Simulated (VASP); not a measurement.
Here is a VASP 6.6.1 calculation.

File INCAR:

```
SYSTEM = CsBa3
PREC     = Accurate       ! precision mode
ENCUT    = 520            ! plane-wave cutoff, eV
EDIFF    = 1E-7           ! SCF threshold, eV
ISMEAR   = 0              ! smearing method
SIGMA    = 0.1            ! smearing width, eV
LREAL    = .FALSE.        ! projectors in reciprocal space
LASPH    = .TRUE.         ! aspherical terms in the spheres
NELM     = 100            ! most SCF steps
ALGO     = Normal         ! electronic algorithm
ISIF     = 2              ! what is computed and relaxed
LWAVE    = .FALSE.        ! write WAVECAR
LCHARG   = .TRUE.         ! write CHGCAR
GGA      = PS             ! functional
LELF     = .TRUE.         ! ELF
LVHAR    = .TRUE.       
NBANDS   = 28             ! bands
```

File KPOINTS:

```
regular mesh
0
G
  6 6 6
  0 0 0
```

POSCAR

```
CsBa3
1.0
    6.3720292282      0.0228511237      0.0354654723
    0.0228511237      6.4997577634     -0.0573259403
    0.0354654723     -0.0573259403      6.4424978668
Cs Ba
1 3
Direct
    0.0017836672      0.0015595732      0.0077433566
   -0.0030570663      0.4897159018      0.5033159857
    0.4981572810     -0.0127037079      0.4983844033
    0.5031146039      0.5214282329     -0.0094422315
```

Potentials or basis: VASP PAW PBE potentials, release 64 (Cs_sv, Ba_sv).

Command:

```console
$ cat potpaw_PBE.64/Cs_sv/POTCAR potpaw_PBE.64/Ba_sv/POTCAR > POTCAR
$ mpirun -np 1 vasp_std > vasp.out
```

Question: Predict the pressure.

Answer: 0.0 GPa.

Question: Estimate the largest force.

Answer: 0.241 eV/Å.

Stress tensor (GPa, compression positive):
```
-0.03 -0.06 -0.09
-0.06 -0.05  0.12
-0.09  0.12  0.01
```

Caveat: the cell differs from its parent crystal (atoms moved at random and the cell strained at random); the PAW data sets were made with another functional, which shifts forces and pressure a little.
